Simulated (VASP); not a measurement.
# Sn3TeO2 (P4/mmm) in VASP: a series of runs

The runs below take Sn3TeO2 through relaxation of cell and atoms, single point, with PBE.

Everything below comes from runs of VASP 6.6.1. Logs are shortened: lines on timing, memory, paths and dates and some standing lists are left out, and cuts for length are marked.

## Step 1: The cell of the first run

The structure is tetragonal, space group P4/mmm (No. 123). The conventional cell has a = 3.131 Å, b = 3.131 Å, c = 13.555 Å, α = 90.00°, β = 90.00°, γ = 90.00°. Within 3.2 Å of Sn (site symmetry 4mm) lie 4 O at 2.40 Å and 4 Sn at 3.13 Å. Within 4.1 Å of Sn (site symmetry 4/mmm) lie 6 Sn at 3.13 to 3.63 Å and 8 O at 3.50 Å. Within 4.1 Å of Te (site symmetry 4/mmm) lie 4 Te at 3.13 Å and 8 Sn at 3.85 Å and 2 O at 4.06 Å. O (site symmetry 4mm) has 4 Sn at 2.40 Å and 4 O at 3.13 Å within 3.2 Å.

The cell was built from a structure type or drawn by symmetry, and may not be a known phase.

## Step 2: Relaxation of cell and atoms, PBE

Contents of INCAR:

```
SYSTEM = Sn3TeO2
ALGO = Normal
EDIFF = 1E-6
EDIFFG = -0.01
ENCUT = 600
GGA = PE
IBRION = 2
ISIF = 3
ISMEAR = 0
LASPH = .TRUE.
LCHARG = .FALSE.
LREAL = .FALSE.
LWAVE = .FALSE.
NELM = 100
NSW = 100
PREC = Accurate
SIGMA = 0.1
```

Contents of KPOINTS:

```
k-points
0
G
  12 12 4
  0 0 0
```

Contents of POSCAR:

```
Sn3TeO2
1.0
    3.1309184677      0.0000000000      0.0000000000
    0.0000000000      3.1309184677      0.0000000000
    0.0000000000      0.0000000000     13.5554038015
Sn Te O
3 1 2
Direct
    0.5000000000      0.5000000000      0.2323792806
    0.5000000000      0.5000000000      0.5000000000
    0.5000000000      0.5000000000      0.7676207194
    0.0000000000      0.0000000000      0.0000000000
    0.0000000000      0.0000000000      0.2998694984
    0.0000000000      0.0000000000      0.7001305016
```

Potentials or basis: VASP PAW PBE potentials, release 64 (Sn_d, Te, O).

Command:

```console
cat potpaw_PBE.64/Sn_d/POTCAR potpaw_PBE.64/Te/POTCAR potpaw_PBE.64/O/POTCAR > POTCAR
mpirun -np 1 vasp_std > vasp.out
```

OUTCAR:

```text
SYSTEM = Sn3TeO2
   EDIFF = 1E-6
   EDIFFG = -0.01
   ENCUT = 600
   GGA = PE
   IBRION = 2
   ISIF = 3
   ISMEAR = 0
   LASPH = .TRUE.
   LREAL = .FALSE.
   NELM = 100
   NSW = 100
   PREC = Accurate

 ion  position               nearest neighbor table
   1  0.500  0.500  0.232-   5 2.40   5 2.40   5 2.40   5 2.40   2 3.63
   2  0.500  0.500  0.500-   1 3.63   3 3.63
   3  0.500  0.500  0.768-   6 2.40   6 2.40   6 2.40   6 2.40   2 3.63
   4  0.000  0.000  0.000-
   5  0.000  0.000  0.300-   1 2.40   1 2.40   1 2.40   1 2.40
   6  0.000  0.000  0.700-   3 2.40   3 2.40   3 2.40   3 2.40

  LATTYP: Found a simple tetragonal cell.
 ALAT       =     3.1309184677
 C/A-ratio  =     4.3295294788

  Lattice vectors:

 A1 = (   3.1309184677,   0.0000000000,   0.0000000000)
 A2 = (   0.0000000000,   3.1309184677,   0.0000000000)
 A3 = (   0.0000000000,   0.0000000000,  13.5554038015)

Analysis of symmetry for initial positions (statically):
=====================================================================
 Subroutine PRICEL returns:
 Original cell was already a primitive cell.

 Routine SETGRP: Setting up the symmetry group for a
 simple tetragonal supercell.

 Subroutine GETGRP returns: Found 16 space group operations
 (whereof 16 operations were pure point group operations)
 out of a pool of 16 trial point group operations.

The static configuration has the point symmetry D_4h.

Analysis of symmetry for dynamics (positions and initial velocities):
=====================================================================
 Subroutine PRICEL returns:
 Original cell was already a primitive cell.

 Routine SETGRP: Setting up the symmetry group for a
 simple tetragonal supercell.

 Subroutine GETGRP returns: Found 16 space group operations
 (whereof 16 operations were pure point group operations)
 out of a pool of 16 trial point group operations.

The dynamic configuration has the point symmetry D_4h.

 Subroutine INISYM returns: Found 16 space group operations
 (whereof 16 operations are pure point group operations),
 and found     1 'primitive' translations

----------------------------------------------------------------------------------------

                                     Primitive cell

  volume of cell :     132.8789

  direct lattice vectors                    reciprocal lattice vectors
     3.130918468  0.000000000  0.000000000     0.319395095  0.000000000  0.000000000
     0.000000000  3.130918468  0.000000000     0.000000000  0.319395095  0.000000000
     0.000000000  0.000000000 13.555403802     0.000000000  0.000000000  0.073771318

  length of vectors
     3.130918468  3.130918468 13.555403802     0.319395095  0.319395095  0.073771318

  position of ions in fractional coordinates (direct lattice)
     0.500000000  0.500000000  0.232379281
     0.500000000  0.500000000  0.500000000
     0.500000000  0.500000000  0.767620719
     0.000000000  0.000000000  0.000000000
     0.000000000  0.000000000  0.299869498
     0.000000000  0.000000000  0.700130502

  ion indices of the primitive-cell ions
   primitive index   ion index
                 1           1
                 2           2
                 3           3
                 4           4
                 5           5
                 6           6

----------------------------------------------------------------------------------------

 KPOINTS: k-points

Automatic generation of k-mesh.
 Grid dimensions read from file:
 generate k-points for:   12   12    4

 Generating k-lattice:

  Cartesian coordinates                     Fractional coordinates (reciprocal lattice)
     0.026616258  0.000000000  0.000000000     0.083333333  0.000000000  0.000000000
     0.000000000  0.026616258  0.000000000     0.000000000  0.083333333  0.000000000
     0.000000000  0.000000000  0.018442829     0.000000000  0.000000000  0.250000000

  Length of vectors
     0.026616258  0.026616258  0.018442829

  Shift w.r.t. Gamma in fractional coordinates (k-lattice)
     0.000000000  0.000000000  0.000000000

 Subroutine IBZKPT returns following result:
 ===========================================

 Found     84 irreducible k-points:

 Following reciprocal coordinates:
            Coordinates               Weight
  0.000000  0.000000  0.000000      1.000000
  0.083333  0.000000  0.000000      4.000000
  0.166667  0.000000  0.000000      4.000000
  0.250000  0.000000  0.000000      4.000000
  0.333333  0.000000  0.000000      4.000000
  0.416667  0.000000  0.000000      4.000000
[... 16 lines left out ...]
  0.333333  0.333333  0.000000      4.000000
  0.416667  0.333333  0.000000      8.000000
 [... further k-points ...]
   k-points           NKPTS =     84   k-points in BZ     NKDIM =     84   number of bands    NBANDS=     36
   number of dos      NEDOS =    301   number of ions     NIONS =      6
   total plane-waves  NPLWV =  84672
   dimension x,y,z NGX =    28 NGY =   28 NGZ =  108
   dimension x,y,z NGXF=    56 NGYF=   56 NGZF=  216
   ions per type =               3   1   2
   NGX,Y,Z   is equivalent  to a cutoff of  14.87, 14.87, 13.25 a.u.
   NGXF,Y,Z  is equivalent  to a cutoff of  29.73, 29.73, 26.49 a.u.
 SYSTEM =  Sn3TeO2
   PREC   = accura    normal or accurate (medium, high low for compatibility)
   ISTART =      0    job   : 0-new  1-cont  2-samecut
   ICHARG =      2    charge: 1-file 2-atom 10-const
   ISPIN  =      1    spin polarized calculation?
   LNONCOLLINEAR =      F non collinear calculations
   LSORBIT =      F    spin-orbit coupling
   LASPH  =      T    aspherical Exc in radial PAW
   ENCUT  =  600.0 eV  44.10 Ry    6.64 a.u.   6.25  6.25 27.07*2*pi/ulx,y,z
   NELM   =    100;   NELMIN=  2; NELMDL= -5     # of ELM steps
   EDIFF  = 0.1E-05   stopping-criterion for ELM
   LREAL  =      F    real-space projection
   EDIFFG = -.1E-01   stopping-criterion for IOM
   NSW    =    100    number of steps for IOM
   IBRION =      2    ionic relax: 0-MD 1-quasi-New 2-CG
   NFREE  =      1    steps in history (QN), initial steepest desc. (CG)
   ISIF   =      3    stress and relaxation
   ISYM   =      2    0-nonsym 1-usesym 2-fastsym
   POTIM  = 0.5000    time-step for ionic-motion
   TEBEG  =    0.0;   TEEND  =   0.0 temperature during run
   PSTRESS=    0.0 pullay stress
   NELECT =      60.0000    total number of electrons
   NUPDOWN=      -1.0000    fix difference up-down
   EMIN   =  10.00;   EMAX   =-10.00  energy-range for DOS
   EFERMI =   0.00;   METHOD = LEGACY
   ISMEAR =     0;   SIGMA  =   0.10  broadening in eV -4-tet -1-fermi 0-gaus
   EFERMI_NEDOS =   21; number of points for ismear=-14 and -15
   IALGO  =     38    algorithm
   IMIX   =      4    mixing-type and parameters
     AMIX     =   0.40;   BMIX     =  1.00
     AMIX_MAG =   1.60;   BMIX_MAG =  1.00
  volume/ion in A,a.u.               =      22.15       149.45
  Fermi-wavevector in a.u.,A,eV,Ry     =   1.255953  2.373406 21.462061  1.577417
  Thomas-Fermi vector in A             =   2.389684
   LORBIT       =      0    0 simple, 1 ext, 2 COOP (PROOUT), +10 PAW based schemes
   GGA     = PE    functional components
   LHFCALC =     F    Hartree Fock is set to
   AEXX    =    0.0000 exact exchange contribution
   IVDW    =     0    specifies the selected vdW correction
   LEPSILON=     F    determine dielectric tensor
   LRPA    =     F    only Hartree local field effects (RPA)
 conjugate gradient relaxation of ions
 non-spin polarized calculation
 Gauss-broadening in eV      SIGMA  =   0.10
  energy-cutoff  :      600.00
  volume of cell :      132.88
 maximum number of plane-waves:      4472
 NGX is ok and might be reduce to    28
   NGX = 13   NGY = 13   NGZ = 55

--------------------------------------- Ionic step        1  -------------------------------------------

 number of electron      60.0000005 magnetization

 Free energy of the ion-electron system (eV)
  ---------------------------------------------------
  ext. energy  EPLUGINS =         0.00000000
  ---------------------------------------------------
  free energy    TOTEN  =       -27.05795150 eV

  energy without entropy =      -27.04656390  energy(sigma->0) =      -27.05225770

------------------------ aborting loop because EDIFF is reached ----------------------------------------

  FORCE on cell =-STRESS in cart. coord.  units (eV):
  Direction    XX          YY          ZZ          XY          YZ          ZX
  --------------------------------------------------------------------------------------
  -------------------------------------------------------------------------------------
  Total        0.0226793      0.0226793     -0.0680223      0.0000000      0.0000000      0.0000000
  in kB        0.2734536      0.2734536     -0.8201740      0.0000000      0.0000000      0.0000000
  external PRESSURE =      -0.0910889 kB  Pullay stress =       0.0000000 kB
[... 105 lines left out ...]
  energy  without entropy=      -27.0472415275  energy(sigma->0) =      -27.05267890

--------------------------------------- Ionic step        4  -------------------------------------------

 number of electron      60.0000007 magnetization

 Free energy of the ion-electron system (eV)
  ---------------------------------------------------
  ext. energy  EPLUGINS =         0.00000000
  ---------------------------------------------------
  free energy    TOTEN  =       -27.05819011 eV

  energy without entropy =      -27.04736818  energy(sigma->0) =      -27.05277914

 E-fermi :   6.6746     XC(G=0): -10.0220

 val. band max:        6.6738351861   @ k =   0.4167   0.4167   0.5000
 cond. band min:       6.6961276303   @ k =   0.2500   0.0000   0.5000
 fundamental gap:      0.0222924443
 Fermi energy:         6.6746229709

 k-point     1 :       0.0000    0.0000    0.0000
  band No.  band energies     occupation
      1     -15.1812      2.00000
      2     -15.1470      2.00000
      3     -15.1469      2.00000
      4     -15.0789      2.00000
      5     -15.0663      2.00000
      6     -15.0635      2.00000
[... 925 lines left out ...]
     35       9.2840      0.00000
     36       9.4529      0.00000

 [... further k-points ...]

------------------------ aborting loop because EDIFF is reached ----------------------------------------

  FORCE on cell =-STRESS in cart. coord.  units (eV):
  Direction    XX          YY          ZZ          XY          YZ          ZX
  --------------------------------------------------------------------------------------
  -------------------------------------------------------------------------------------
  Total       -0.0487145     -0.0487145     -0.0444523      0.0000000      0.0000000     -0.0000000
  in kB       -0.5880387     -0.5880387     -0.5365889      0.0000000      0.0000000     -0.0000000
  external PRESSURE =      -0.5708887 kB  Pullay stress =       0.0000000 kB
[... 21 lines left out ...]
  FREE ENERGIE OF THE ION-ELECTRON SYSTEM (eV)
  ---------------------------------------------------
  free  energy   TOTEN  =       -27.0581901074 eV

  energy  without entropy=      -27.0473681776  energy(sigma->0) =      -27.05277914

 reached required accuracy - stopping structural energy minimisation
```

Run time: 30 min. Hardware: 1 thread of Intel Xeon 8259CL, shared host; peak memory 0.6 GiB.

Results:

```
Free energy                           : -27.0582 eV
Relaxed volume                        : 22.12 Å³/atom
Relaxed cell                          : a = 3.133 Å, b = 3.133 Å, c = 13.524 Å, α = 90.00°, β = 90.00°, γ = 90.00°
Space group after relaxing (to 0.1 Å) : P4/mmm (No. 123)
Energy gained by relaxing             : 0.0 meV/atom
Ionic steps                           : 4
Pressure after relaxing               : -0.1 GPa
Largest force after relaxing          : 0.004 eV/Å
Band gap on the k mesh                : zero (bands 30 and 31 overlap by 2.63 eV)
```

Forces on the atoms (eV/Å):
```
Sn   0.000  0.000  0.004
Sn   0.000  0.000  0.000
Sn   0.000  0.000 -0.004
Te   0.000  0.000  0.000
O    0.000  0.000 -0.002
O    0.000  0.000  0.002
```

Step by step:
| step | energy change (eV) | largest force (eV/Å) | pressure (GPa) | volume (Å³) |
| --- | --- | --- | --- | --- |
| 1 | 0.0000 | 0.0180 | -0.01 | 132.88 |
| 2 | -0.0001 | 0.0126 | -0.02 | 132.85 |
| 3 | -0.0002 | 0.0026 | -0.13 | 132.79 |
| 4 | -0.0002 | 0.0036 | -0.06 | 132.73 |

Final structure:
```
Sn Te O
1.0
     3.13273    0.00000    0.00000
     0.00000    3.13273    0.00000
     0.00000    0.00000   13.52436
Sn Te O
3 1 2
Direct
  0.50000 0.50000 0.23213
  0.50000 0.50000 0.50000
  0.50000 0.50000 0.76787
  0.00000 0.00000 0.00000
  0.00000 0.00000 0.30012
  0.00000 0.00000 0.69988
```

Levels at points of the mesh, in eV from the Fermi level:
```tsv
k point	band 26	band 27	band 28	band 29	band 30	band 31	band 32	band 33	band 34	band 35
(0.00, 0.00, 0.00)	-3.20	-3.13	-1.99	0.45	0.60	2.49	2.49	2.90	6.14	6.14
(0.50, 0.00, 0.00)	-2.54	-2.54	-2.32	-1.74	-1.34	0.98	1.05	1.66	3.72	4.09
(0.50, 0.50, 0.00)	-3.54	-2.85	-2.76	-2.75	-0.94	-0.94	0.18	1.54	1.98	2.14
(0.00, 0.00, 0.50)	-3.20	-3.20	-1.90	-0.15	1.68	2.21	2.49	2.49	6.14	6.14
(0.50, 0.00, 0.50)	-2.54	-2.54	-2.03	-1.63	-1.50	0.73	1.00	1.93	3.43	4.09
(0.50, 0.50, 0.50)	-3.53	-2.83	-2.79	-2.72	-0.95	-0.95	0.18	1.18	2.22	2.22
```

Caveat: spin-orbit coupling is left out, which moves the levels of the heavy elements.

## Step 3: Single point, PBE

This run uses another cell than the first one, of 19.81 Å³/atom.

Contents of INCAR:

```
SYSTEM = Sn3TeO2
PREC = Accurate
ENCUT = 520
EDIFF = 1E-6
ISMEAR = 0
SIGMA = 0.1
LREAL = .FALSE.
LASPH = .TRUE.
NELM = 60
ALGO = Normal
ISIF = 2
LWAVE = .FALSE.
LCHARG = .TRUE.
GGA = PE
LELF = .TRUE.
LVHAR = .TRUE.
NBANDS = 39
```

Contents of KPOINTS:

```
regular mesh
0
G
  6 6 2
  0 0 0
```

Contents of POSCAR:

```
Sn3TeO2
1.0
    3.2556084124      0.0000000000      0.0000000000
    0.0000000000      3.2556084124      0.0000000000
    0.0000000000      0.0000000000     11.2142798783
Sn Te O
3 1 2
Direct
    0.5000000000      0.5000000000      0.2292429324
    0.5000000000      0.5000000000      0.5000000000
    0.5000000000      0.5000000000      0.7707570676
    0.0000000000      0.0000000000      0.0000000000
    0.0000000000      0.0000000000      0.3523331588
    0.0000000000      0.0000000000      0.6476668412
```

Potentials or basis: VASP PAW PBE potentials, release 64 (Sn_d, Te, O).

Command:

```console
cat potpaw_PBE.64/Sn_d/POTCAR potpaw_PBE.64/Te/POTCAR potpaw_PBE.64/O/POTCAR > POTCAR
mpirun -np 1 vasp_std > vasp.out
```

It took 71 s on 1 thread of Intel Xeon Platinum 8488C (Sapphire Rapids), shared host; peak memory 0.24 GiB.

It converged, with:

| Quantity | Value |
| --- | --- |
| Free energy | -26.2363 eV |
| Pressure | -0.1 GPa |
| Largest force | 0.028 eV/Å |
| Band gap on the k mesh | zero (bands 30 and 31 overlap by 2.04 eV) |

Forces on the atoms (eV/Å):
```
Sn   0.000  0.000 -0.028
Sn   0.000  0.000  0.000
Sn   0.000  0.000  0.028
Te   0.000  0.000  0.000
O    0.000  0.000 -0.010
O    0.000  0.000  0.010
```

Stress tensor (GPa, compression positive):
```
-0.28  0.00  0.00
 0.00 -0.28  0.00
 0.00  0.00  0.21
```

Levels at points of the mesh, in eV from the Fermi level:
| k point | band 28 | band 29 | band 30 | band 31 | band 32 | band 33 |
| --- | --- | --- | --- | --- | --- | --- |
| (0.00, 0.00, 0.00) | -1.63 | 1.05 | 1.05 | 1.36 | 1.60 | 5.34 |
| (0.50, 0.00, 0.00) | -2.31 | -1.94 | -1.13 | 1.51 | 1.54 | 1.65 |
| (0.50, 0.50, 0.00) | -3.35 | -2.84 | -1.08 | -0.29 | -0.29 | -0.07 |
| (0.00, 0.00, 0.50) | -1.03 | -0.35 | 1.05 | 1.05 | 3.60 | 5.18 |
| (0.50, 0.00, 0.50) | -2.20 | -1.87 | -0.37 | -0.12 | 1.91 | 1.99 |
| (0.50, 0.50, 0.50) | -3.26 | -2.71 | -1.16 | -0.99 | -0.99 | -0.69 |

Caveat: spin-orbit coupling is left out, which moves the levels of the heavy elements.

## Step 4: Single point, PBE

This run uses another cell than the first one, of 21.44 Å³/atom.

Contents of INCAR:

```
ALGO = Normal
EDIFF = 1E-6
ENCUT = 520
GGA = PE
ISIF = 2
ISMEAR = 0
LASPH = T
LCHARG = F
LREAL = F
LWAVE = F
NBANDS = 39
NELM = 60
PREC = Accurate
SIGMA = 0.1
```

Contents of KPOINTS:

```
k-points
0
Gamma
  6 6 2
```

Contents of POSCAR:

```
Sn3TeO2
1.0
    3.5040037900      0.0000000000      0.0000000000
    0.0000000000      3.5040037900      0.0000000000
    0.0000000000      0.0000000000     10.4759489900
Sn Te O
3 1 2
Direct
    0.5000000000      0.5000000000      0.1837450000
    0.5000000000      0.5000000000      0.5000000000
    0.5000000000      0.5000000000      0.8162550000
    0.0000000000      0.0000000000      0.0000000000
    0.0000000000      0.0000000000      0.3342649900
    0.0000000000      0.0000000000      0.6657350100
```

Command:

```console
cat potpaw_PBE.64/Sn_d/POTCAR potpaw_PBE.64/Te/POTCAR potpaw_PBE.64/O/POTCAR > POTCAR
mpirun -np 1 vasp_std > vasp.out
```

Wall time 1.9 min (1 thread of Intel Xeon Platinum 8488C (Sapphire Rapids), shared host); peak memory 0.28 GiB.

It converged, with:

| Quantity | Value |
| --- | --- |
| Free energy | -24.9919 eV |
| Pressure | -3.0 GPa |
| Largest force | 2.063 eV/Å |
| Band gap on the k mesh | zero (bands 30 and 31 overlap by 1.35 eV) |

Forces on the atoms (eV/Å):
```
Sn   0.000  0.000  2.063
Sn   0.000  0.000  0.000
Sn   0.000  0.000 -2.063
Te   0.000  0.000  0.000
O    0.000  0.000  0.073
O    0.000  0.000 -0.073
```

Stress tensor (GPa, compression positive):
```
-3.36  0.00  0.00
 0.00 -3.36  0.00
 0.00  0.00 -2.21
```

Levels at points of the mesh, in eV from the Fermi level:
```
           k point  band 27  band 28  band 29  band 30  band 31  band 32  band 33  band 34
(0.00, 0.00, 0.00)    -1.26    -0.79    -0.79    -0.77     1.81     2.37     4.02     4.04
(0.50, 0.00, 0.00)    -0.98    -0.88    -0.55     0.01     0.56     2.10     2.20     3.41
(0.50, 0.50, 0.00)    -3.00    -2.40    -1.76    -0.57    -0.01    -0.01     0.70     0.78
(0.00, 0.00, 0.50)    -1.49    -0.70    -0.70    -0.05     0.24     3.45     4.01     4.01
(0.50, 0.00, 0.50)    -0.99    -0.95    -0.48     0.57     0.93     1.03     2.68     2.77
(0.50, 0.50, 0.50)    -2.34    -2.34    -1.22    -0.98    -0.78    -0.67    -0.67     1.83
```

Caveat: spin-orbit coupling is left out, which moves the levels of the heavy elements; forces of over 1 eV/Å act on the atoms, so gaps and moduli don't describe the material at rest.

## Step 5: Summary

| task | cell | k mesh | cutoff (eV) | gap on the mesh (eV) | pressure (GPa) | largest force (eV/Å) |
| --- | --- | --- | --- | --- | --- | --- |
| relaxation of cell and atoms | relaxed from a = 3.131, b = 3.131, c = 13.555 Å, 6 atoms, atomic positions A | 12 × 12 × 4 | 600 | none | -0.1 | - |
| single point | a = 3.256, b = 3.256, c = 11.214 Å, 6 atoms, atomic positions B | 6 × 6 × 2 | 520 | none | -0.1 | 0.03 |
| single point | a = 3.504, b = 3.504, c = 10.476 Å, 6 atoms, atomic positions C | 6 × 6 × 2 | 520 | none | -3.0 | 2.06 |

Alike in all rows: level PBE; potentials or basis VASP PAW PBE potentials, release 64 (Sn_d, Te, O); no spin polarisation; smearing gaussian 0.1 eV.

Caveats: spin-orbit coupling is left out, which moves the levels of the heavy elements; forces of over 1 eV/Å act on the atoms, so gaps and moduli don't describe the material at rest (at least some runs).

Total energies depend on the potentials used, so only differences within one code and one set of settings carry meaning.
